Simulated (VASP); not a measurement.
# NaCl in VASP: a series of runs

NaCl is run at these levels: r2SCAN, PBE; tasks: single point.

Program: VASP 6.6.1. These are calculated values, not measurements. Logs are shortened: lines on timing, memory, paths and dates and some standing lists are left out, and cuts for length are marked.

### 1 The cell of the first run

Symmetry: Fm-3m, No. 225, cubic system. Conventional cell: a = 5.493 Å, b = 5.493 Å, c = 5.493 Å, α = 90.00°, β = 90.00°, γ = 90.00°. Na (site symmetry m-3m) has 6 Cl at 2.75 Å within 3.6 Å. Within 3.6 Å of Cl (site symmetry m-3m) lie 6 Na at 2.75 Å.

### 2 Single point, r2SCAN (strain -2.0%)

POSCAR

```
NaCl
1.0
    0.0000000000      2.7466448537      2.7466448537
    2.7466448537      0.0000000000      2.7466448537
    2.7466448537      2.7466448537      0.0000000000
Na Cl
1 1
Direct
    0.0000000000      0.0000000000      0.0000000000
    0.5000000000      0.5000000000      0.5000000000
```

INCAR.step1

```
PREC = Accurate ; ENCUT = 520
ISMEAR = 0 ; SIGMA = 0.01
LREAL = False ; LASPH = True
NELM = 60 ; NBANDS = 14
GGA = PE ; ALGO = Normal
EDIFF = 1E-4 ; LWAVE = True
LCHARG = False
```

INCAR.step2

```
PREC = Accurate ; ENCUT = 520
EDIFF = 1E-6 ; ISMEAR = 0
SIGMA = 0.01 ; LREAL = False
LASPH = True ; NELM = 60
ALGO = Normal ; ISIF = 2
LWAVE = False ; LCHARG = True
METAGGA = R2SCAN ; LMIXTAU = True
LELF = True ; LVHAR = True
NBANDS = 14 ; ISTART = 1
```

KPOINTS

```
regular mesh
0
Gamma
  8 8 8
```

Potentials or basis: VASP PAW PBE potentials, release 64 (Na_pv, Cl).

Command:

```console
cat potpaw_PBE.64/Na_pv/POTCAR potpaw_PBE.64/Cl/POTCAR > POTCAR
cp INCAR.step1 INCAR
mpirun -np 1 vasp_std > vasp.out
cp INCAR.step2 INCAR
mpirun -np 1 vasp_std > vasp.out
```

OUTCAR:

```text
PREC = Accurate
   ENCUT = 520
   EDIFF = 1E-6
   ISMEAR = 0
   LREAL = False
   LASPH = True
   NELM = 60
   ISIF = 2
   METAGGA = R2SCAN
   ISTART = 1

 ion  position               nearest neighbor table
   1  0.000  0.000  0.000-
   2  0.500  0.500  0.500-

  LATTYP: Found a face centered cubic cell.
 ALAT       =     5.4932897074

  Lattice vectors:

 A1 = (   0.0000000000,   2.7466448537,   2.7466448537)
 A2 = (   2.7466448537,   0.0000000000,   2.7466448537)
 A3 = (   2.7466448537,   2.7466448537,   0.0000000000)

Analysis of symmetry for initial positions (statically):
=====================================================================
 Subroutine PRICEL returns:
 Original cell was already a primitive cell.

 Routine SETGRP: Setting up the symmetry group for a
 face centered cubic supercell.

 Subroutine GETGRP returns: Found 48 space group operations
 (whereof 48 operations were pure point group operations)
 out of a pool of 48 trial point group operations.

The static configuration has the point symmetry O_h .

Analysis of symmetry for dynamics (positions and initial velocities):
=====================================================================
 Subroutine PRICEL returns:
 Original cell was already a primitive cell.

 Routine SETGRP: Setting up the symmetry group for a
 face centered cubic supercell.

 Subroutine GETGRP returns: Found 48 space group operations
 (whereof 48 operations were pure point group operations)
 out of a pool of 48 trial point group operations.

The dynamic configuration has the point symmetry O_h .

 Subroutine INISYM returns: Found 48 space group operations
 (whereof 48 operations are pure point group operations),
 and found     1 'primitive' translations

----------------------------------------------------------------------------------------

                                     Primitive cell

  volume of cell :      41.4417

  direct lattice vectors                    reciprocal lattice vectors
     0.000000000  2.746644854  2.746644854    -0.182040281  0.182040281  0.182040281
     2.746644854  0.000000000  2.746644854     0.182040281 -0.182040281  0.182040281
     2.746644854  2.746644854  0.000000000     0.182040281  0.182040281 -0.182040281

  length of vectors
     3.884342403  3.884342403  3.884342403     0.315303015  0.315303015  0.315303015

  position of ions in fractional coordinates (direct lattice)
     0.000000000  0.000000000  0.000000000
     0.500000000  0.500000000  0.500000000

  ion indices of the primitive-cell ions
   primitive index   ion index
                 1           1
                 2           2

----------------------------------------------------------------------------------------

 KPOINTS: regular mesh

Automatic generation of k-mesh.
 Grid dimensions read from file:
 generate k-points for:    8    8    8

 Generating k-lattice:

  Cartesian coordinates                     Fractional coordinates (reciprocal lattice)
    -0.022755035  0.022755035  0.022755035     0.125000000  0.000000000  0.000000000
     0.022755035 -0.022755035  0.022755035     0.000000000  0.125000000  0.000000000
     0.022755035  0.022755035 -0.022755035     0.000000000  0.000000000  0.125000000

  Length of vectors
     0.039412877  0.039412877  0.039412877

  Shift w.r.t. Gamma in fractional coordinates (k-lattice)
     0.000000000  0.000000000  0.000000000

 Subroutine IBZKPT returns following result:
 ===========================================

 Found     29 irreducible k-points:

 Following reciprocal coordinates:
            Coordinates               Weight
  0.000000  0.000000  0.000000      1.000000
  0.125000  0.000000  0.000000      8.000000
  0.250000  0.000000  0.000000      8.000000
  0.375000  0.000000  0.000000      8.000000
  0.500000  0.000000  0.000000      4.000000
  0.125000  0.125000  0.000000      6.000000
[... 16 lines left out ...]
  0.500000  0.250000  0.125000     48.000000
 -0.375000  0.250000  0.125000     24.000000
 [... further k-points ...]
   k-points           NKPTS =     29   k-points in BZ     NKDIM =     29   number of bands    NBANDS=     14
   number of dos      NEDOS =    301   number of ions     NIONS =      2
   total plane-waves  NPLWV =  27000
   dimension x,y,z NGX =    30 NGY =   30 NGZ =   30
   dimension x,y,z NGXF=    60 NGYF=   60 NGZF=   60
   ions per type =               1   1
   NGX,Y,Z   is equivalent  to a cutoff of  12.84, 12.84, 12.84 a.u.
   NGXF,Y,Z  is equivalent  to a cutoff of  25.68, 25.68, 25.68 a.u.
 SYSTEM =  unknown system
   PREC   = accura    normal or accurate (medium, high low for compatibility)
   ISTART =      1    job   : 0-new  1-cont  2-samecut
   ICHARG =      0    charge: 1-file 2-atom 10-const
   ISPIN  =      1    spin polarized calculation?
   LNONCOLLINEAR =      F non collinear calculations
   LSORBIT =      F    spin-orbit coupling
   LASPH  =      T    aspherical Exc in radial PAW
   ENCUT  =  520.0 eV  38.22 Ry    6.18 a.u.   7.22  7.22  7.22*2*pi/ulx,y,z
   NELM   =     60;   NELMIN=  2; NELMDL=  0     # of ELM steps
   EDIFF  = 0.1E-05   stopping-criterion for ELM
   LREAL  =      F    real-space projection
   EDIFFG = 0.1E-04   stopping-criterion for IOM
   NSW    =      0    number of steps for IOM
   IBRION =     -1    ionic relax: 0-MD 1-quasi-New 2-CG
   NFREE  =      0    steps in history (QN), initial steepest desc. (CG)
   ISIF   =      2    stress and relaxation
   ISYM   =      2    0-nonsym 1-usesym 2-fastsym
   POTIM  = 0.5000    time-step for ionic-motion
   TEBEG  =    0.0;   TEEND  =   0.0 temperature during run
   PSTRESS=    0.0 pullay stress
   NELECT =      14.0000    total number of electrons
   NUPDOWN=      -1.0000    fix difference up-down
   EMIN   =  10.00;   EMAX   =-10.00  energy-range for DOS
   EFERMI =   0.00;   METHOD = LEGACY
   ISMEAR =     0;   SIGMA  =   0.01  broadening in eV -4-tet -1-fermi 0-gaus
   EFERMI_NEDOS =   21; number of points for ismear=-14 and -15
   IALGO  =     38    algorithm
   IMIX   =      4    mixing-type and parameters
     AMIX     =   0.40;   BMIX     =  1.00
     AMIX_MAG =   1.60;   BMIX_MAG =  1.00
  volume/ion in A,a.u.               =      20.72       139.83
  Fermi-wavevector in a.u.,A,eV,Ry     =   1.140175  2.154619 17.687573  1.300000
  Thomas-Fermi vector in A             =   2.276878
   LORBIT       =      0    0 simple, 1 ext, 2 COOP (PROOUT), +10 PAW based schemes
   METAGGA = R2SCAN    functional components
   LHFCALC =     F    Hartree Fock is set to
   AEXX    =    0.0000 exact exchange contribution
   IVDW    =     0    specifies the selected vdW correction
   LEPSILON=     F    determine dielectric tensor
   LRPA    =     F    only Hartree local field effects (RPA)
 non-spin polarized calculation
 Gauss-broadening in eV      SIGMA  =   0.01
  energy-cutoff  :      520.00
  volume of cell :       41.44
 maximum number of plane-waves:      1139
 NGX is ok and might be reduce to    30
   NGX = 15   NGY = 15   NGZ = 15

 number of electron      14.0000004 magnetization

 Free energy of the ion-electron system (eV)
  ---------------------------------------------------
  ext. energy  EPLUGINS =         0.00000000
  ---------------------------------------------------
  free energy    TOTEN  =       -13.77776628 eV

  energy without entropy =      -13.77776628  energy(sigma->0) =      -13.77776628

 E-fermi :  -0.5096     XC(G=0):  -9.0180

 val. band max:       -0.6825987208   @ k =   0.0000   0.0000   0.0000
 cond. band min:       5.5858939213   @ k =   0.0000   0.0000   0.0000
 fundamental gap:      6.2684926421
 Fermi energy:        -0.5096453485

 k-point     1 :       0.0000    0.0000    0.0000
  band No.  band energies     occupation
      1     -22.0693      2.00000
      2     -22.0690      2.00000
      3     -22.0690      2.00000
      4     -14.1000      2.00000
      5      -0.6826      2.00000
      6      -0.6826      2.00000
      7      -0.6826      2.00000
      8       5.5859      0.00000
      9      11.1437      0.00000
     10      11.1437      0.00000
     11      11.1437      0.00000
     12      13.4981      0.00000
     13      13.4981      0.00000
     14      15.2670      0.00000

 k-point     2 :       0.1250    0.0000    0.0000
  band No.  band energies     occupation
      1     -22.0752      2.00000
      2     -22.0697      2.00000
      3     -22.0694      2.00000
      4     -14.0404      2.00000
      5      -1.0872      2.00000
      6      -0.7335      2.00000
      7      -0.7335      2.00000
      8       6.1064      0.00000
      9      10.6188      0.00000
     10      11.3741      0.00000
     11      11.3741      0.00000
     12      13.3070      0.00000
     13      13.3070      0.00000
     14      16.3498      0.00000

 k-point     3 :       0.2500    0.0000    0.0000
  band No.  band energies     occupation
      1     -22.0900      2.00000
      2     -22.0706      2.00000
      3     -22.0703      2.00000
      4     -13.8918      2.00000
      5      -1.9056      2.00000
      6      -0.8521      2.00000
      7      -0.8521      2.00000
      8       7.0492      0.00000
      9      10.2355      0.00000
     10      11.5934      0.00000
     11      11.5937      0.00000
     12      13.5702      0.00000
     13      13.5703      0.00000
     14      16.6883      0.00000
[... 324 lines left out ...]
 k-point    23 :       0.5000    0.2500    0.1250
  band No.  band energies     occupation
      1     -22.0990      2.00000
      2     -22.0792      2.00000
      3     -22.0734      2.00000
      4     -13.6802      2.00000
      5      -2.4197      2.00000
      6      -1.4812      2.00000
      7      -1.1136      2.00000
      8       8.5294      0.00000
      9       9.9257      0.00000
     10      10.3102      0.00000
     11      12.3902      0.00000
     12      14.2188      0.00000
     13      16.9007      0.00000
     14      17.1848      0.00000

 k-point    24 :      -0.3750    0.2500    0.1250
  band No.  band energies     occupation
      1     -22.1019      2.00000
      2     -22.0798      2.00000
      3     -22.0746      2.00000
      4     -13.6312      2.00000
      5      -2.5572      2.00000
      6      -1.5730      2.00000
      7      -1.1745      2.00000
      8       8.5429      0.00000
      9      10.0480      0.00000
     10      10.7423      0.00000
     11      12.1971      0.00000
     12      14.9305      0.00000
     13      16.4659      0.00000
     14      17.3208      0.00000

 [... further k-points ...]

------------------------ aborting loop because EDIFF is reached ----------------------------------------

  FORCE on cell =-STRESS in cart. coord.  units (eV):
  Direction    XX          YY          ZZ          XY          YZ          ZX
  --------------------------------------------------------------------------------------
  -------------------------------------------------------------------------------------
  Total        0.4358298      0.4358298      0.4358298      0.0000000     -0.0000000      0.0000000
  in kB       16.8496142     16.8496142     16.8496142      0.0000000     -0.0000000      0.0000000
  external PRESSURE =      16.8496142 kB  Pullay stress =       0.0000000 kB

 VOLUME and BASIS-vectors are now :
 -----------------------------------------------------------------------------
  energy-cutoff  :      520.00
  volume of cell :       41.44
      direct lattice vectors                 reciprocal lattice vectors
     0.000000000  2.746644854  2.746644854    -0.182040281  0.182040281  0.182040281
     2.746644854  0.000000000  2.746644854     0.182040281 -0.182040281  0.182040281
     2.746644854  2.746644854  0.000000000     0.182040281  0.182040281 -0.182040281

 POSITION                                       TOTAL-FORCE (eV/Angst)
 -----------------------------------------------------------------------------------
      0.00000      0.00000      0.00000         0.000000     -0.000000      0.000000
      2.74664      2.74664      2.74664        -0.000000      0.000000      0.000000
 -----------------------------------------------------------------------------------
    total drift:                               -0.000000      0.000000      0.000000

  FREE ENERGIE OF THE ION-ELECTRON SYSTEM (eV)
  ---------------------------------------------------
  free  energy   TOTEN  =       -13.7777662841 eV

  energy  without entropy=      -13.7777662841  energy(sigma->0) =      -13.77776628
```

It took 54 s on 1 thread of Intel Xeon 6975P-C (Granite Rapids), shared host; peak memory 0.16 GiB.

Results:

```
Free energy            : -13.7778 eV
Pressure               : 1.7 GPa
Band gap on the k mesh : 6.27 eV, direct
```

Caveat: the cell differs from its parent crystal (strain -2.0%); the PAW data sets were made with another functional, which shifts forces and pressure a little.

### 3 Single point, r2SCAN

This run uses another cell than the first one, of 22.02 Å³/atom, 1.062 times its volume.

POSCAR

```
NaCl
1.0
    0.0000000000      2.8026988303      2.8026988303
    2.8026988303      0.0000000000      2.8026988303
    2.8026988303      2.8026988303      0.0000000000
Na Cl
1 1
Direct
    0.0000000000      0.0000000000      0.0000000000
    0.5000000000      0.5000000000      0.5000000000
```

INCAR.step1

```
PREC = Accurate ; ENCUT = 520
ISMEAR = 0 ; SIGMA = 0.01
LREAL = F ; LASPH = T
NELM = 60 ; NBANDS = 14
GGA = PE ; ALGO = Normal
EDIFF = 1E-4 ; LWAVE = T
LCHARG = F
```

INCAR.step2

```
PREC = Accurate ; ENCUT = 520
EDIFF = 1E-6 ; ISMEAR = 0
SIGMA = 0.01 ; LREAL = F
LASPH = T ; NELM = 60
ALGO = Normal ; ISIF = 2
LWAVE = F ; LCHARG = F
METAGGA = R2SCAN ; LMIXTAU = T
NBANDS = 14 ; ISTART = 1
```

KPOINTS

```
Automatic mesh
0
Gamma
  8 8 8
```

Potentials or basis: VASP PAW PBE potentials, release 64 (Na_pv, Cl).

Command:

```console
cat potpaw_PBE.64/Na_pv/POTCAR potpaw_PBE.64/Cl/POTCAR > POTCAR
cp INCAR.step1 INCAR
mpirun -np 1 vasp_std > vasp.out
cp INCAR.step2 INCAR
mpirun -np 1 vasp_std > vasp.out
```

Wall time 48 s (1 thread of Intel Xeon 6975P-C (Granite Rapids), shared host); peak memory 0.16 GiB.

The run converged. Its results:

```
Free energy            : -13.7901 eV
Pressure               : -0.1 GPa
Band gap on the k mesh : 6.00 eV, direct
```

Levels at points of the mesh, in eV from the valence-band top:
| k point | band 5 | band 6 | band 7 | band 8 | band 9 | band 10 |
| --- | --- | --- | --- | --- | --- | --- |
| (0.00, 0.00, 0.00) | 0.00 | 0.00 | 0.00 | 6.00 | 11.78 | 11.78 |
| (0.50, 0.00, 0.00) | -1.98 | -0.29 | -0.29 | 7.98 | 11.77 | 11.81 |
| (0.50, 0.50, 0.00) | -1.73 | -0.63 | -0.63 | 8.50 | 8.60 | 12.35 |

Caveat: the PAW data sets were made with another functional, which shifts forces and pressure a little. A k mesh can miss the band edges.

### 4 Single point, r2SCAN (strain +5.0%)

POSCAR

```
NaCl
1.0
    0.0000000000      2.9428337719      2.9428337719
    2.9428337719      0.0000000000      2.9428337719
    2.9428337719      2.9428337719      0.0000000000
Na Cl
1 1
Direct
    0.0000000000      0.0000000000      0.0000000000
    0.5000000000      0.5000000000      0.5000000000
```

INCAR.step1

```
  PREC = Accurate
  ENCUT = 520
  ISMEAR = 0
  SIGMA = 0.01
  LREAL = F
  LASPH = T
  NELM = 60
  NBANDS = 14
  GGA = PE
  ALGO = Normal
  EDIFF = 1E-4
  LWAVE = T
  LCHARG = F
```

INCAR.step2

```
  PREC = Accurate
  ENCUT = 520
  EDIFF = 1E-6
  ISMEAR = 0
  SIGMA = 0.01
  LREAL = F
  LASPH = T
  NELM = 60
  ALGO = Normal
  ISIF = 2
  LWAVE = F
  LCHARG = F
  METAGGA = R2SCAN
  LMIXTAU = T
  NBANDS = 14
  ISTART = 1
```

KPOINTS is that of step 3.

Command:

```console
cat potpaw_PBE.64/Na_pv/POTCAR potpaw_PBE.64/Cl/POTCAR > POTCAR
cp INCAR.step1 INCAR
mpirun -np 1 vasp_std > vasp.out
cp INCAR.step2 INCAR
mpirun -np 1 vasp_std > vasp.out
```

Run time: 34 s. Hardware: 1 thread of Intel Xeon 6975P-C (Granite Rapids), shared host; peak memory 0.18 GiB.

It converged, with:

* Free energy: -13.7119 eV
* Pressure: -3.0 GPa
* Band gap on the k mesh: 5.44 eV, direct

Levels at points of the mesh, in eV from the valence-band top:
```tsv
k point	band 3	band 4	band 5	band 6	band 7	band 8	band 9	band 10	band 11	band 12
(0.00, 0.00, 0.00)	-21.79	-12.96	0.00	0.00	0.00	5.44	11.61	11.61	11.61	13.71
(0.50, 0.00, 0.00)	-21.79	-12.73	-1.56	-0.21	-0.21	7.69	10.59	11.44	11.44	15.10
(0.50, 0.50, 0.00)	-21.79	-12.69	-1.37	-0.49	-0.49	8.07	8.67	11.28	14.76	14.76
```

Caveat: the cell differs from its parent crystal (strain +5.0%); the PAW data sets were made with another functional, which shifts forces and pressure a little. A k mesh can miss the band edges.

### 5 Single point, PBE (epitaxial xy strain +1.0%)

INCAR

```
SYSTEM = NaCl
PREC = Accurate
ENCUT = 520
EDIFF = 1E-7
ISMEAR = -1
SIGMA = 0.02
LREAL = .FALSE.
LASPH = .TRUE.
NELM = 100
ALGO = Normal
ISIF = 2
LWAVE = .FALSE.
LCHARG = .TRUE.
GGA = PE
LELF = .TRUE.
LVHAR = .TRUE.
NBANDS = 14
```

KPOINTS

```
regular mesh
0
G
  8 8 8
  0 0 0
```

POSCAR

```
NaCl
1.0
    0.0000000000      2.8307258186      2.7936053146
    2.8307258186      0.0000000000      2.7936053146
    2.8307258186      2.8307258186      0.0000000000
Na Cl
1 1
Direct
    0.0000000000      0.0000000000      0.0000000000
    0.5000000000      0.5000000000      0.5000000000
```

Command:

```console
cat potpaw_PBE.64/Na_pv/POTCAR potpaw_PBE.64/Cl/POTCAR > POTCAR
mpirun -np 1 vasp_std > vasp.out
```

Run time: 25 s. Hardware: 1 thread of Intel Xeon 6975P-C (Granite Rapids), shared host; peak memory 0.17 GiB.

Results (log left out):

- Free energy: -6.7736 eV
- Pressure: 0.8 GPa
- Band gap on the k mesh: 5.11 eV, direct

Stress tensor (GPa, compression positive):
```
0.59 0.00 0.00
0.00 0.59 0.00
0.00 0.00 1.16
```

Levels at points of the mesh, in eV from the valence-band top:
```csv
k point,band 4,band 5,band 6,band 7,band 8,band 9,band 10,band 11
"(0.00, 0.00, 0.00)",-12.67,-0.01,0.00,0.00,5.11,11.09,11.09,11.19
"(0.50, 0.00, 0.00)",-12.33,-1.93,-0.28,-0.26,7.27,10.64,10.91,11.04
"(0.50, 0.50, 0.00)",-12.27,-1.66,-0.62,-0.62,7.54,8.04,11.41,14.73
"(0.50, 0.00, 0.50)",-12.28,-1.67,-0.61,-0.57,7.54,8.09,11.29,14.73
```

Caveat: the cell differs from its parent crystal (epitaxial xy strain +1.0%). A k mesh can miss the band edges.

### 6 Summary

| level | cell | smearing | gap on the mesh (eV) | pressure (GPa) |
| --- | --- | --- | --- | --- |
| r2SCAN | a = 3.884 Å, angles 60.0°, 2 atoms | gaussian 0.01 eV | 6.27 | 1.7 |
| r2SCAN | a = 3.964 Å, angles 60.0°, 2 atoms | gaussian 0.01 eV | 6.00 | -0.1 |
| r2SCAN | a = 4.162 Å, angles 60.0°, 2 atoms | gaussian 0.01 eV | 5.44 | -3.0 |
| PBE | a = 3.977, b = 3.977, c = 4.003 Å, angles 59.8, 59.8, 60.4°, 2 atoms | fermi-dirac 0.02 eV | 5.11 | 0.8 |

Alike in all rows: task single point; potentials or basis VASP PAW PBE potentials, release 64 (Na_pv, Cl); no spin polarisation; k mesh 8 × 8 × 8; cutoff (eV) 520.

Caveats: the PAW data sets were made with another functional, which shifts forces and pressure a little (some runs).

Absolute energies hang on the potentials; compare differences alone.
